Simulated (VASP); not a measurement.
Write the native input for VASP 6.6.1 that does the following.

```
Task                               : single point
Functional                         : HSE06
Potentials or basis                : VASP PAW PBE potentials, release 64 (C, Be)
Cutoff                             : 520 eV
k mesh                             : 8 × 8 × 8
Occupations                        : gaussian, width 0.01 eV
Spin                               : no spin polarisation
Dipole correction                  : no
Grid for exact exchange (PRECFOCK) : Normal
Further INCAR settings             : ALGO = Normal; EDIFF = 1e-06; NBANDS = 11
Share of exact exchange            : 0.25
Screening parameter                : 0.2079 1/Å
```

Be2C:

```
C Be
1.0
     0.00000    2.21450    2.21450
     2.21450    0.00000    2.21450
     2.21450    2.21450    0.00000
C Be
1 2
Direct
  0.00000 0.00000 0.00000
  0.25000 0.25000 0.25000
  0.75000 0.75000 0.75000
```

This cell differs from its parent crystal: strain +2.5%.

These files were run (other wordings do the same):

POSCAR

```
Be2C
1.0
    0.0000000000      2.2144977795      2.2144977795
    2.2144977795      0.0000000000      2.2144977795
    2.2144977795      2.2144977795      0.0000000000
C Be
1 2
Direct
    0.0000000000      0.0000000000      0.0000000000
    0.2500000000      0.2500000000      0.2500000000
    0.7500000000      0.7500000000      0.7500000000
```

INCAR.step1

```
SYSTEM = Be2C
PREC = Accurate ; ENCUT = 520
EDIFF = 1E-5 ; ISMEAR = 0
SIGMA = 0.01 ; LREAL = .False.
LASPH = .True. ; NELM = 120
ALGO = Normal ; ISIF = 2
LWAVE = .True. ; GGA = PE
NBANDS = 11 ; GGA_COMPAT = .False.
```

INCAR.step2

```
SYSTEM = Be2C
PREC = Accurate ; ENCUT = 520
EDIFF = 1E-6 ; ISMEAR = 0
SIGMA = 0.01 ; LREAL = .False.
LASPH = .True. ; NELM = 120
ALGO = Normal ; ISIF = 2
LWAVE = .False. ; LCHARG = .True.
GGA = PE ; LHFCALC = .True.
HFSCREEN = 0.2079 ; PRECFOCK = Normal
LELF = .True. ; LVHAR = .True.
ISTART = 1 ; NBANDS = 11
GGA_COMPAT = .False.
```

KPOINTS

```
Automatic mesh
0
Gamma
  8 8 8
  0 0 0
```

Potentials or basis: VASP PAW PBE potentials, release 64 (C, Be).

The run is started by

```sh
$ cat potpaw_PBE.64/C/POTCAR potpaw_PBE.64/Be/POTCAR > POTCAR
$ cp INCAR.step1 INCAR
$ mpirun -np 1 vasp_std > vasp.out
$ cp INCAR.step2 INCAR
$ mpirun -np 1 vasp_std > vasp.out
```

Results of the run:

The pressure is -15.3 GPa. The band gap on the k mesh is 1.85 eV (least direct gap 4.96 eV).

Caveat: the cell differs from its parent crystal (strain +2.5%); the cell stands under tension; the structure was generated, so it needn't be the stable form of Be2C; the PAW data sets were made with another functional, which shifts forces and pressure a little.

Wall time 45 min on 1 thread of Intel Xeon 8259CL, with other jobs on the host, peak memory 0.25 GiB.
